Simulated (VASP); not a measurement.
Wanted: the native input for a VASP 6.6.1 run.

| Item | Value |
| --- | --- |
| Task | single point |
| Functional | r2SCAN |
| Potentials or basis | VASP PAW PBE potentials, release 64 (Mg, O) |
| Cutoff | 520 eV |
| k mesh | 10 × 10 × 10 |
| Occupations | gaussian, width 0.01 eV |
| Spin | no spin polarisation |
| Dipole correction | no |
| Further INCAR settings | ALGO = Normal; EDIFF = 1e-06; NBANDS = 11 |

Crystal: MgO.

```
Mg O
1.0
     2.10217    2.10217    0.00000
    -2.10217    2.10217    0.00000
     0.00000    2.10217    2.10217
Mg O
1 1
Direct
  0.00000 0.00000 0.00000
  0.50000 0.50000 0.00000
```

The input as run:

POSCAR

```
MgO
1.0
    2.1021675162      2.1021675162      0.0000000000
   -2.1021675162      2.1021675162      0.0000000000
    0.0000000000      2.1021675162      2.1021675162
Mg O
1 1
Direct
    0.0000000000      0.0000000000      0.0000000000
    0.5000000000      0.5000000000      0.0000000000
```

INCAR.step1

```
PREC = Accurate ; ENCUT = 520
ISMEAR = 0 ; SIGMA = 0.01
LREAL = False ; LASPH = True
NELM = 80 ; NBANDS = 11
GGA = PE ; ALGO = Normal
EDIFF = 1E-4 ; LWAVE = True
LCHARG = False
```

INCAR.step2

```
PREC = Accurate ; ENCUT = 520
EDIFF = 1E-6 ; ISMEAR = 0
SIGMA = 0.01 ; LREAL = False
LASPH = True ; NELM = 80
ALGO = Normal ; ISIF = 2
LWAVE = False ; LCHARG = True
METAGGA = R2SCAN ; LMIXTAU = True
LELF = True ; LVHAR = True
NBANDS = 11 ; ISTART = 1
```

KPOINTS

```
regular mesh
0
Gamma
  10 10 10
```

Potentials or basis: VASP PAW PBE potentials, release 64 (Mg, O).

The run is started by

```sh
$ cat potpaw_PBE.64/Mg/POTCAR potpaw_PBE.64/O/POTCAR > POTCAR
$ cp INCAR.step1 INCAR
$ mpirun -np 1 vasp_std > vasp.out
$ cp INCAR.step2 INCAR
$ mpirun -np 1 vasp_std > vasp.out
```

Results of the run:

```json
{
  "Pressure": "-1.1 GPa",
  "Band gap on the k mesh": "5.66 eV"
}
```

Caveat: the PAW data sets were made with another functional, which shifts forces and pressure a little.

Run time: 28 s on 1 thread of Intel Xeon 8259CL, with other jobs on the host, peak memory 0.15 GiB.
